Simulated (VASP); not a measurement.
Wanted: the native input for a VASP 6.6.1 run.

```
Task                   : single point
Functional             : PBE
Potentials or basis    : VASP PAW PBE potentials, release 64 (Si)
Cutoff                 : 520 eV
k mesh                 : 16 × 16 × 14
Occupations            : fermi-dirac, width 0.1 eV
Spin                   : no spin polarisation
Dipole correction      : no
Further INCAR settings : ALGO = Normal; EDIFF = 1e-06; NBANDS = 8
```

The structure of Si lies in POSCAR:

```
Si
1.0
    2.5270000000      0.0063175000      0.0000000000
   -1.2580288750      2.1852912500      0.0000000000
    0.0000000000      0.0000000000      2.3730000000
Si
1
Direct
    0.0000000000      0.0000000000      0.0000000000
```

One way to write it, as run:

INCAR

```
SYSTEM = Si
ALGO = Normal
EDIFF = 1E-6
ENCUT = 520
GGA = PE
ISIF = 2
ISMEAR = -1
LASPH = .TRUE.
LCHARG = .FALSE.
LREAL = .FALSE.
LWAVE = .FALSE.
NBANDS = 8
NELM = 80
PREC = Accurate
SIGMA = 0.1
```

KPOINTS

```
k-points
0
G
  16 16 14
  0 0 0
```

Potentials or basis: VASP PAW PBE potentials, release 64 (Si).

The run is started by

```sh
$ cat potpaw_PBE.64/Si/POTCAR > POTCAR
$ mpirun -np 1 vasp_std > vasp.out
```

Results of the run:

```json
{
  "Pressure": "20.7 GPa",
  "Band gap on the k mesh": "zero (band 2 reaches 18.80 eV, above the bottom of band 3 at 6.67 eV)"
}
```

It took 70 s on 1 thread of Intel(R) Xeon(R) Platinum 8259CL CPU @ 2.50GHz (Skylake/Cascade Lake), on a shared host, peak memory 0.19 GiB.
